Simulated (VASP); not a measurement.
# Li3SeCl (Pm-3m) in VASP: notebook

Runs on Li3SeCl. Level: LDA. Tasks: single point.

Program: VASP 6.6.1. These are calculated values, not measurements. Logs are shortened: lines on timing, memory, paths and dates and some standing lists are left out, and cuts for length are marked.

## 1. The cell of the first run

It takes space group Pm-3m (No. 221, cubic). Conventional cell: a = 4.669 Å, b = 4.669 Å, c = 4.669 Å, α = 90.00°, β = 90.00°, γ = 90.00°. Cl (site symmetry m-3m) has 12 Li at 3.30 Å and 8 Se at 4.04 Å within 4.3 Å. Se (site symmetry m-3m) has 6 Li at 2.33 Å within 3.1 Å. Li (site symmetry 4/mmm) has 2 Se at 2.33 Å within 3.1 Å.

## 2. Single point, LDA

INCAR reads:

```
SYSTEM = Li3SeCl
PREC = Accurate ; ENCUT = 520
EDIFF = 1E-6 ; ISMEAR = 1
SIGMA = 0.01 ; LREAL = .False.
LASPH = .True. ; NELM = 100
ALGO = Normal ; ISIF = 2
LWAVE = .False. ; LCHARG = .False.
GGA = CA ; NBANDS = 19
```

KPOINTS reads:

```
Automatic mesh
0
Gamma
  4 4 4
  0 0 0
```

POSCAR reads:

```
Li3SeCl
1.0
    4.6685000563      0.0000000000      0.0000000000
    0.0000000000      4.6685000563      0.0000000000
    0.0000000000      0.0000000000      4.6685000563
Cl Se Li
1 1 3
Direct
    0.0000000000      0.0000000000      0.0000000000
    0.5000000000      0.5000000000      0.5000000000
    0.5000000000      0.5000000000      0.0000000000
    0.0000000000      0.5000000000      0.5000000000
    0.5000000000      0.0000000000      0.5000000000
```

Potentials or basis: VASP PAW LDA potentials, release 64 (Cl, Se, Li_sv).

On the command line:

```console
cat potpaw_LDA.64/Cl/POTCAR potpaw_LDA.64/Se/POTCAR potpaw_LDA.64/Li_sv/POTCAR > POTCAR
mpirun -np 1 vasp_std > vasp.out
```

OUTCAR:

```text
SYSTEM = Li3SeCl
   PREC = Accurate
   ENCUT = 520
   EDIFF = 1E-6
   ISMEAR = 1
   LREAL = .False.
   LASPH = .True.
   NELM = 100
   ISIF = 2
   GGA = CA

 ion  position               nearest neighbor table
   1  0.000  0.000  0.000-
   2  0.500  0.500  0.500-   3 2.33   4 2.33   5 2.33   3 2.33   5 2.33   4 2.33
   3  0.500  0.500  0.000-   2 2.33   2 2.33
   4  0.000  0.500  0.500-   2 2.33   2 2.33
   5  0.500  0.000  0.500-   2 2.33   2 2.33

  LATTYP: Found a simple cubic cell.
 ALAT       =     4.6685000563

  Lattice vectors:

 A1 = (   4.6685000563,   0.0000000000,   0.0000000000)
 A2 = (   0.0000000000,   4.6685000563,   0.0000000000)
 A3 = (   0.0000000000,   0.0000000000,   4.6685000563)

Analysis of symmetry for initial positions (statically):
=====================================================================
 Subroutine PRICEL returns:
 Original cell was already a primitive cell.

 Routine SETGRP: Setting up the symmetry group for a
 simple cubic supercell.

 Subroutine GETGRP returns: Found 48 space group operations
 (whereof 48 operations were pure point group operations)
 out of a pool of 48 trial point group operations.

The static configuration has the point symmetry O_h .

Analysis of symmetry for dynamics (positions and initial velocities):
=====================================================================
 Subroutine PRICEL returns:
 Original cell was already a primitive cell.

 Routine SETGRP: Setting up the symmetry group for a
 simple cubic supercell.

 Subroutine GETGRP returns: Found 48 space group operations
 (whereof 48 operations were pure point group operations)
 out of a pool of 48 trial point group operations.

The dynamic configuration has the point symmetry O_h .

 Subroutine INISYM returns: Found 48 space group operations
 (whereof 48 operations are pure point group operations),
 and found     1 'primitive' translations

----------------------------------------------------------------------------------------

                                     Primitive cell

  volume of cell :     101.7495

  direct lattice vectors                    reciprocal lattice vectors
     4.668500056  0.000000000  0.000000000     0.214201561  0.000000000  0.000000000
     0.000000000  4.668500056  0.000000000     0.000000000  0.214201561  0.000000000
     0.000000000  0.000000000  4.668500056     0.000000000  0.000000000  0.214201561

  length of vectors
[... 75 lines left out ...]
   EDIFFG = 0.1E-04   stopping-criterion for IOM
   NSW    =      0    number of steps for IOM
   IBRION =     -1    ionic relax: 0-MD 1-quasi-New 2-CG
   NFREE  =      0    steps in history (QN), initial steepest desc. (CG)
   ISIF   =      2    stress and relaxation
   ISYM   =      2    0-nonsym 1-usesym 2-fastsym
   POTIM  = 0.5000    time-step for ionic-motion
   TEBEG  =    0.0;   TEEND  =   0.0 temperature during run
   PSTRESS=    0.0 pullay stress
   NELECT =      22.0000    total number of electrons
   NUPDOWN=      -1.0000    fix difference up-down
   EMIN   =  10.00;   EMAX   =-10.00  energy-range for DOS
   EFERMI =   0.00;   METHOD = LEGACY
   ISMEAR =     1;   SIGMA  =   0.01  broadening in eV -4-tet -1-fermi 0-gaus
   EFERMI_NEDOS =   21; number of points for ismear=-14 and -15
   IALGO  =     38    algorithm
   IMIX   =      4    mixing-type and parameters
     AMIX     =   0.40;   BMIX     =  1.00
     AMIX_MAG =   1.60;   BMIX_MAG =  1.00
  volume/ion in A,a.u.               =      20.35       137.33
  Fermi-wavevector in a.u.,A,eV,Ry     =   0.982589  1.856823 13.136156  0.965480
  Thomas-Fermi vector in A             =   2.113682
   LORBIT       =      0    0 simple, 1 ext, 2 COOP (PROOUT), +10 PAW based schemes
   GGA     = CA    functional components
   LHFCALC =     F    Hartree Fock is set to
   AEXX    =    0.0000 exact exchange contribution
   IVDW    =     0    specifies the selected vdW correction
   LEPSILON=     F    determine dielectric tensor
   LRPA    =     F    only Hartree local field effects (RPA)
 non-spin polarized calculation
 Methfessel and Paxton  Order N= 1 SIGMA  =   0.01
  energy-cutoff  :      520.00
  volume of cell :      101.75
 maximum number of plane-waves:      2800
 NGX is ok and might be reduce to    36
   NGX = 17   NGY = 17   NGZ = 17

 number of electron      21.9999981 magnetization

 Free energy of the ion-electron system (eV)
  ---------------------------------------------------
  ext. energy  EPLUGINS =         0.00000000
  ---------------------------------------------------
  free energy    TOTEN  =       -18.83910404 eV

  energy without entropy =      -18.83910404  energy(sigma->0) =      -18.83910404

 E-fermi :  -0.0832     XC(G=0):  -8.1238

 val. band max:       -0.1498810820   @ k =   0.5000   0.5000   0.0000
 cond. band min:       3.4372874163   @ k =   0.0000   0.0000   0.0000
 fundamental gap:      3.5871684982
 Fermi energy:        -0.0832242118

 k-point     1 :       0.0000    0.0000    0.0000
  band No.  band energies     occupation
      1     -43.6115      2.00000
      2     -43.6005      2.00000
      3     -43.6005      2.00000
      4     -12.9493      2.00000
      5     -10.7834      2.00000
      6      -1.9971      2.00000
[... 197 lines left out ...]
      6      -1.8514      2.00000
[... 11 lines left out ...]
     18       9.3120      0.00000
     19       9.3120      0.00000

------------------------ aborting loop because EDIFF is reached ----------------------------------------

  FORCE on cell =-STRESS in cart. coord.  units (eV):
  Direction    XX          YY          ZZ          XY          YZ          ZX
  --------------------------------------------------------------------------------------
  -------------------------------------------------------------------------------------
  Total        0.0322934      0.0322934      0.0322934      0.0000000      0.0000000     -0.0000000
  in kB        0.5085010      0.5085010      0.5085010      0.0000000      0.0000000     -0.0000000
  external PRESSURE =       0.5085010 kB  Pullay stress =       0.0000000 kB

 VOLUME and BASIS-vectors are now :
 -----------------------------------------------------------------------------
  energy-cutoff  :      520.00
  volume of cell :      101.75
      direct lattice vectors                 reciprocal lattice vectors
     4.668500056  0.000000000  0.000000000     0.214201561  0.000000000  0.000000000
     0.000000000  4.668500056  0.000000000     0.000000000  0.214201561  0.000000000
     0.000000000  0.000000000  4.668500056     0.000000000  0.000000000  0.214201561

 POSITION                                       TOTAL-FORCE (eV/Angst)
 -----------------------------------------------------------------------------------
      0.00000      0.00000      0.00000         0.000000      0.000000      0.000000
      2.33425      2.33425      2.33425         0.000000      0.000000      0.000000
      2.33425      2.33425      0.00000         0.000000      0.000000      0.000000
      0.00000      2.33425      2.33425         0.000000      0.000000      0.000000
      2.33425      0.00000      2.33425         0.000000      0.000000      0.000000
 -----------------------------------------------------------------------------------
    total drift:                                0.000000      0.000000      0.000000

  FREE ENERGIE OF THE ION-ELECTRON SYSTEM (eV)
  ---------------------------------------------------
  free  energy   TOTEN  =       -18.8391040419 eV

  energy  without entropy=      -18.8391040419  energy(sigma->0) =      -18.83910404
```

OSZICAR:

```text
N       E                     dE             d eps       ncg     rms          rms(c)
DAV:   1     0.119723632204E+03    0.11972E+03   -0.94545E+03   380   0.108E+03
DAV:   2    -0.174910826012E+01   -0.12147E+03   -0.11581E+03   485   0.242E+02
DAV:   3    -0.189315639326E+02   -0.17182E+02   -0.17086E+02   698   0.627E+01
DAV:   4    -0.195862793765E+02   -0.65472E+00   -0.65297E+00   551   0.166E+01
DAV:   5    -0.196300618182E+02   -0.43782E-01   -0.43774E-01   599   0.320E+00    0.396E+00
DAV:   6    -0.189429036269E+02    0.68716E+00   -0.80207E-01   422   0.386E+00    0.252E+00
DAV:   7    -0.188380483230E+02    0.10486E+00   -0.54327E-01   481   0.299E+00    0.129E+00
DAV:   8    -0.188399659007E+02   -0.19176E-02   -0.73668E-02   483   0.130E+00    0.337E-01
DAV:   9    -0.188391002442E+02    0.86566E-03   -0.83105E-03   487   0.424E-01    0.136E-01
DAV:  10    -0.188390867793E+02    0.13465E-04   -0.73232E-04   482   0.136E-01    0.714E-02
DAV:  11    -0.188391025187E+02   -0.15739E-04   -0.12255E-04   530   0.664E-02    0.196E-02
DAV:  12    -0.188391040300E+02   -0.15114E-05   -0.16149E-05   554   0.245E-02    0.721E-03
DAV:  13    -0.188391040419E+02   -0.11824E-07   -0.77673E-06   450   0.112E-02
   1 F= -.18839104E+02 E0= -.18839104E+02  d E =0.117454E-20
```

stdout:

```text
POSCAR found type information on POSCAR ClSeLi
 POSCAR found :  3 types and       5 ions
 scaLAPACK will be used
 LDA part: xc-table for (Slater(with rela. corr.)+CA(PZ))
 , standard interpolation
 POSCAR, INCAR and KPOINTS ok, starting setup
 FFT: planning ... GRIDC
 FFT: planning ... GRID_SOFT
 FFT: planning ... GRID
 WAVECAR not read
 entering main loop
```

It took 16 s on 1 thread of Intel Xeon Platinum 8259CL at 2.50GHz (Skylake/Cascade Lake), shared host; peak memory 0.18 GiB.

What came out:

| Property | Result |
| --- | --- |
| Free energy | -18.8391 eV |
| Band gap on the k mesh | 3.59 eV (least direct gap 3.63 eV) |

Levels at points of the mesh, in eV from the valence-band top:
| k point | band 9 | band 10 | band 11 | band 12 | band 13 | band 14 |
| --- | --- | --- | --- | --- | --- | --- |
| (0.00, 0.00, 0.00) | -0.37 | -0.37 | -0.37 | 3.59 | 5.98 | 5.98 |
| (0.50, 0.00, 0.00) | -1.13 | -1.07 | -1.07 | 6.23 | 6.27 | 6.41 |
| (0.50, 0.50, 0.00) | -0.89 | 0.00 | 0.00 | 3.63 | 6.19 | 6.19 |
| (0.50, 0.50, 0.50) | -0.88 | -0.88 | -0.88 | 5.50 | 5.50 | 5.50 |

Caveat: the cutoff is under 1.25 times the usual one of these potentials, so pressure, stress and relaxed cells hold a basis-set (Pulay) error. A k mesh can miss the band edges.

(Part 1 of 2 ends here.)
